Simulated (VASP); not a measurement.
A run of VASP 6.6.1 is set up as follows.

INCAR

```
SYSTEM = YN
PREC = Accurate
ENCUT = 600
EDIFF = 1E-6
ISMEAR = 0
SIGMA = 0.01
LREAL = .FALSE.
LASPH = .TRUE.
NELM = 120
ALGO = Normal
ISIF = 2
LWAVE = .FALSE.
LCHARG = .FALSE.
GGA = PE
NBANDS = 15
GGA_COMPAT = .FALSE.
```

KPOINTS

```
regular mesh
0
G
  6 6 6
  0 0 0
```

POSCAR

```
YN
1.0
    0.0000000000      2.4480479762      2.4480479762
    2.4480479762      0.0000000000      2.4480479762
    2.4480479762      2.4480479762      0.0000000000
Y N
1 1
Direct
    0.0000000000      0.0000000000      0.0000000000
    0.5000000000      0.5000000000      0.5000000000
```

Potentials or basis: VASP PAW PBE potentials, release 64 (Y_sv, N).

Run with:

```console
$ cat potpaw_PBE.64/Y_sv/POTCAR potpaw_PBE.64/N/POTCAR > POTCAR
$ mpirun -np 1 vasp_std > vasp.out
```

Question: What does it give for the band gap on the k mesh?

Answer: 0.18 eV, indirect (least direct gap 0.57 eV).

Question: Estimate the pressure.

Answer: 0.9 GPa.

A k mesh can miss the band edges.
